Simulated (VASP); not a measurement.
KF, 2 atoms in the cell. Symmetry: P-6m2, No. 187, hexagonal system. Conventional cell: a = 3.691 Å, b = 3.691 Å, c = 3.362 Å, α = 90.00°, β = 90.00°, γ = 120.00°. K (site symmetry -6m2) has 6 F at 2.71 Å and 8 K at 3.36 to 3.69 Å within 3.7 Å. Within 3.7 Å of F (site symmetry -6m2) lie 6 K at 2.71 Å and 8 F at 3.36 to 3.69 Å. The cell was generated, and may not be a known phase.

* Program: VASP 6.6.1
* Task: single point
* Functional: PBE
* Potentials or basis: VASP PAW PBE potentials, release 64 (K_sv, F)
* Cutoff: 520 eV
* k mesh: 6 × 6 × 8
* Occupations: gaussian, width 0.02 eV
* Spin: no spin polarisation
* Dipole correction: no
* Further INCAR settings: ALGO = Normal; EDIFF = 1e-07; NBANDS = 15

Potentials or basis: VASP PAW PBE potentials, release 64 (K_sv, F).

Launch:

```bash
$ cat potpaw_PBE.64/K_sv/POTCAR potpaw_PBE.64/F/POTCAR > POTCAR
$ mpirun -np 1 vasp_std > vasp.out
```

Hardware: 1 thread of Intel(R) Xeon(R) Platinum 8488C (Sapphire Rapids), on a shared host.

Question: Estimate the wall time of this run.

Answer: Wall time 16 s on 1 thread of Intel(R) Xeon(R) Platinum 8488C (Sapphire Rapids) (shared host), peak memory 0.16 GiB. Counts: scf iterations 14, k points 35.
